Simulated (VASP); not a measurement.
Ni:

```
CELL_PARAMETERS angstrom
-1.38372 1.38372 1.38372
1.38372 -1.38372 1.38372
1.38372 1.38372 -1.38372
ATOMIC_POSITIONS crystal
Ni 0.00000 0.00000 0.00000
```

* Program: VASP 6.6.1
* Task: relaxation of cell and atoms
* Functional: RPBE
* Potentials or basis: VASP PAW PBE potentials, release 64 (Ni)
* Cutoff: 600 eV
* k mesh: 13 × 13 × 13
* Occupations: fermi-dirac, width 0.05 eV
* Spin: collinear spin, ferromagnetic start
* Starting moments: [1.0] μB

At the start: pressure 13.4 GPa; volume 10.60 Å³/atom.

Problem. Where does the relaxation end?

Solution. Over 3 steps the energy falls by 29.2 meV/atom and the volume is 11.35 Å³/atom (+7.1 %); space group Im-3m (No. 229, to 0.05 Å); moment 0.61 μB per cell.

The path:
| step | energy change (eV) | largest force (eV/Å) | pressure (GPa) | volume (Å³) |
| --- | --- | --- | --- | --- |
| 1 | 0.0000 | 0.0000 | 13.41 | 10.60 |
| 2 | -0.0101 | 0.0000 | -8.53 | 12.02 |
| 3 | -0.0292 | 0.0000 | -0.11 | 11.35 |

Final structure:
```
Ni
1.0
    -1.41553    1.41553    1.41553
     1.41553   -1.41553    1.41553
     1.41553    1.41553   -1.41553
Ni
1
Direct
  0.00000 0.00000 0.00000
```

Caveat: the PAW data sets were made with another functional, which shifts forces and pressure a little.
